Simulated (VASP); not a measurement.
Here is a VASP 6.6.1 calculation.

The input POSCAR:

```
Pd
1.0
    2.7625616691      0.0000000000      0.0000000000
   -1.3812808346      2.3924485850      0.0000000000
    0.0000000000      0.0000000000      9.1183940900
Pd
4
Direct
    0.0000000000      0.0000000000      0.0000000000
    0.3333333300      0.6666666700      0.2500000000
    0.0000000000      0.0000000000      0.5000000000
    0.6666666700      0.3333333300      0.7500000000
```

Contents of INCAR.step1:

```
SYSTEM = Pd
  PREC = Accurate
  ENCUT = 520
  ISMEAR = 0
  SIGMA = 0.1
  LREAL = .False.
  LASPH = .True.
  NELM = 100
  NBANDS = 28
  GGA = PE
  ALGO = Normal
  EDIFF = 1E-4
  LWAVE = .True.
  LCHARG = .False.
```

Contents of INCAR.step2:

```
SYSTEM = Pd
  PREC = Accurate
  ENCUT = 520
  EDIFF = 1E-6
  ISMEAR = 0
  SIGMA = 0.1
  LREAL = .False.
  LASPH = .True.
  NELM = 100
  ALGO = Normal
  ISIF = 2
  LWAVE = .False.
  LCHARG = .False.
  METAGGA = R2SCAN
  LMIXTAU = .True.
  NBANDS = 28
  ISTART = 1
```

File KPOINTS:

```
Automatic mesh
0
Gamma
  9 9 2
  0 0 0
```

Potentials or basis: VASP PAW PBE potentials, release 64 (Pd).

The run is started by

```console
$ cat potpaw_PBE.64/Pd/POTCAR > POTCAR
$ cp INCAR.step1 INCAR
$ mpirun -np 1 vasp_std > vasp.out
$ cp INCAR.step2 INCAR
$ mpirun -np 1 vasp_std > vasp.out
```

(1) Predict the pressure.

(2) What does it give for the band gap on the k mesh?

Results:

(1) -0.8 GPa.

(2) zero (band 20 reaches 9.44 eV, above the bottom of band 21 at 8.53 eV).

Caveat: the PAW data sets were made with another functional, which shifts forces and pressure a little.
